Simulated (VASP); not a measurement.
Hf: single point with PBE

Crystal: Hf.

```
Hf
1.0
    -1.75085    1.80500    1.80500
     1.80500   -1.75085    1.80500
     1.80500    1.80500   -1.75085
Hf
1
Direct
  0.00000 0.00000 0.00000
```

This cell differs from its parent crystal: equal xy, yz and zx shear strains of +3 %.

```yaml
Program: VASP 6.6.1
Task: single point
Functional: PBE
Potentials_or_basis: VASP PAW PBE potentials, release 64 (Hf_pv)
Cutoff: 520 eV
k_mesh: 14 × 14 × 14
Occupations: fermi-dirac, width 0.05 eV
Spin: no spin polarisation
```

- Pressure: -5.2 GPa
- Band gap on the k mesh: zero (bands 5 and 6 overlap by 1.94 eV)

Stress tensor (GPa, compression positive):
```
-5.18 -1.48 -1.48
-1.48 -5.18 -1.48
-1.48 -1.48 -5.18
```

Levels at points of the mesh, in eV from the Fermi level:
| k point | band 1 | band 2 | band 3 | band 4 | band 5 | band 6 | band 7 | band 8 | band 9 | band 10 |
| --- | --- | --- | --- | --- | --- | --- | --- | --- | --- | --- |
| (0.00, 0.00, 0.00) | -30.05 | -30.00 | -30.00 | -6.87 | 1.26 | 1.26 | 1.90 | 4.18 | 4.18 | 12.83 |
| (0.50, 0.00, 0.00) | -30.70 | -30.21 | -30.01 | -3.27 | -0.46 | 0.73 | 4.10 | 5.06 | 6.95 | 9.35 |
| (0.50, 0.50, 0.00) | -30.74 | -30.28 | -30.03 | -3.16 | -0.37 | 1.08 | 3.81 | 4.70 | 7.33 | 9.79 |
| (0.50, 0.50, 0.50) | -30.55 | -30.55 | -30.44 | -2.36 | -2.36 | 5.88 | 6.66 | 6.66 | 6.71 | 6.95 |

It took 71 s on 1 thread of Intel Xeon 8259CL (shared host), peak memory 0.2 GiB.

Caveat: the cell differs from its parent crystal (equal xy, yz and zx shear strains of +3 %); the cell stands under tension; spin-orbit coupling is left out, which moves the levels of the heavy elements.
